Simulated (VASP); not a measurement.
Here is a VASP 6.6.1 calculation.

INCAR

```
PREC = Accurate ; ENCUT = 520
EDIFF = 1E-6 ; ISMEAR = -1
SIGMA = 0.05 ; LREAL = False
LASPH = True ; NELM = 100
ALGO = Normal ; ISIF = 2
LWAVE = False ; LCHARG = False
NBANDS = 16
```

Contents of KPOINTS:

```
Automatic mesh
0
Gamma
  10 10 8
```

Contents of POSCAR:

```
TiB2
1.0
    3.0492615118      0.0000000000      0.0000000000
   -1.5246307559      2.6407379320      0.0000000000
    0.0000000000      0.0000000000      3.2497807555
Ti B
1 2
Direct
    0.0000000000      0.0000000000      0.0000000000
    0.6666666667      0.3333333333      0.5000000000
    0.3333333333      0.6666666667      0.5000000000
```

Potentials or basis: VASP PAW LDA potentials, release 64 (Ti_sv, B).

The run is started by

```console
$ cat potpaw_LDA.64/Ti_sv/POTCAR potpaw_LDA.64/B/POTCAR > POTCAR
$ mpirun -np 1 vasp_std > vasp.out
```

(1) What does it give for the pressure?

(2) Estimate the band gap on the k mesh.

Results:

(1) -15.2 GPa.

(2) zero (band 9 reaches 10.06 eV, above the bottom of band 10 at 9.52 eV).
